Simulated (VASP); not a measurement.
Write the native input for VASP 6.6.1 that does the following.

* Task: single point
* Functional: PBE
* Potentials or basis: VASP PAW PBE potentials, release 64 (Al)
* Cutoff: 520 eV
* k mesh: 19 × 19 × 19
* Occupations: fermi-dirac, width 0.1 eV
* Spin: no spin polarisation
* Dipole correction: no
* Further INCAR settings: ALGO = Normal; EDIFF = 1e-07; NBANDS = 8

The structure of Al lies in POSCAR:

```
Al
1.0
   -1.4333154994      1.4333154994      1.4333154994
    1.4333154994     -1.4333154994      1.4333154994
    1.4333154994      1.4333154994     -1.4333154994
Al
1
Direct
    0.0000000000      0.0000000000      0.0000000000
```

These files were run (other wordings do the same):

INCAR

```
SYSTEM = Al
PREC     = Accurate       ! precision mode
ENCUT    = 520            ! plane-wave cutoff, eV
EDIFF    = 1E-7           ! SCF threshold, eV
ISMEAR   = -1             ! smearing method
SIGMA    = 0.1            ! smearing width, eV
LREAL    = .FALSE.        ! projectors in reciprocal space
LASPH    = .TRUE.         ! aspherical terms in the spheres
NELM     = 80             ! most SCF steps
ALGO     = Normal         ! electronic algorithm
ISIF     = 2              ! what is computed and relaxed
LWAVE    = .FALSE.        ! write WAVECAR
LCHARG   = .FALSE.        ! write CHGCAR
GGA      = PE             ! functional
NBANDS   = 8              ! bands
```

KPOINTS

```
Automatic mesh
0
G
  19 19 19
  0 0 0
```

Potentials or basis: VASP PAW PBE potentials, release 64 (Al).

The run is started by

```console
$ cat potpaw_PBE.64/Al/POTCAR > POTCAR
$ mpirun -np 1 vasp_std > vasp.out
```

It gave:

```yaml
Pressure: 54.2 GPa
```

It took 8 s on 1 thread of Intel Xeon 6975P-C, on a shared host, peak memory 0.12 GiB.
